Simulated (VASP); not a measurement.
Here is a VASP 6.6.1 calculation.

File INCAR:

```
PREC     = Accurate       # precision mode
ENCUT    = 520            # plane-wave cutoff, eV
EDIFF    = 1E-6           # SCF threshold, eV
ISMEAR   = 0              # smearing method
SIGMA    = 0.1            # smearing width, eV
LREAL    = False          # projectors in reciprocal space
LASPH    = True           # aspherical terms in the spheres
NELM     = 80             # most SCF steps
ALGO     = Fast           # electronic algorithm
ISIF     = 2              # what is computed and relaxed
LWAVE    = False          # write WAVECAR
LCHARG   = True           # write CHGCAR
LELF     = True           # ELF
LVHAR    = True         
NBANDS   = 26             # bands
```

The input KPOINTS:

```
Automatic mesh
0
Gamma
  8 8 8
```

File POSCAR:

```
ScAl2
1.0
    0.0000000000      3.7776526849      3.7776526849
    3.7776526849      0.0000000000      3.7776526849
    3.7776526849      3.7776526849      0.0000000000
Sc Al
2 4
Direct
    0.5000000000      0.5000000000      0.5000000000
    0.7500000000      0.7500000000      0.7500000000
    0.1250000000      0.1250000000      0.1250000000
    0.6250000000      0.1250000000      0.1250000000
    0.1250000000      0.6250000000      0.1250000000
    0.1250000000      0.1250000000      0.6250000000
```

Potentials or basis: VASP PAW LDA potentials, release 64 (Sc_sv, Al).

Run with:

```console
$ cat potpaw_LDA.64/Sc_sv/POTCAR potpaw_LDA.64/Al/POTCAR > POTCAR
$ mpirun -np 1 vasp_std > vasp.out
```

**Question.** Estimate the pressure.

**Answer.** -3.6 GPa.

**Question.** Predict the band gap on the k mesh.

**Answer.** Zero (band 17 reaches 6.93 eV, above the bottom of band 18 at 4.61 eV).
